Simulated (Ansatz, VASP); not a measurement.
# One calculation of HfZr3S8, two programs

```
Zr Hf S
1.0
     3.67634    0.00000    0.00000
    -1.83817    3.18380    0.00000
     0.00000    0.00000   27.14134
Zr Hf S
3 1 8
Direct
  0.00000 0.00000 0.00000
  0.00000 0.00000 0.24920
  0.00000 0.00000 0.75080
  0.00000 0.00000 0.50000
  0.66667 0.33333 0.19567
  0.66667 0.33333 0.44711
  0.66667 0.33333 0.69727
  0.66667 0.33333 0.94647
  0.33333 0.66667 0.05353
  0.33333 0.66667 0.30273
  0.33333 0.66667 0.55289
  0.33333 0.66667 0.80433
```

Alike in both runs: functional PBE; k mesh 12 × 12 × 1; occupations gaussian, width 0.02 eV; no spin polarisation.

Ansatz relaxed the structure, and its values are those at the end. VASP's run is a single point on that final structure, the one shown.

|  | VASP | Ansatz |
| --- | --- | --- |
| version | VASP 6.6.1 | Ansatz 0.2.0 |
| potentials or method | VASP PAW PBE potentials, release 64 (Zr_sv, Hf_pv, S), cutoff 520 eV | scalar-relativistic, plane waves, PAW |
| valence electrons in the cell | 94 | 110 |

```tsv
	VASP	Ansatz	Ansatz less VASP
gap on the k mesh at the Fermi level (eV)	1.12	1.12	+0.002
least direct gap on the mesh (eV)	1.69	1.68	-0.005
pressure (GPa)	-0.2	0.0	+0.15
rms of the force components (eV/Å)	0.016	0.002	-0.0145
```

VASP's potentials hold 94 valence electrons a cell and Ansatz's 110, so a difference there can come from the potentials and not from the codes.

Spin-orbit coupling is off throughout.
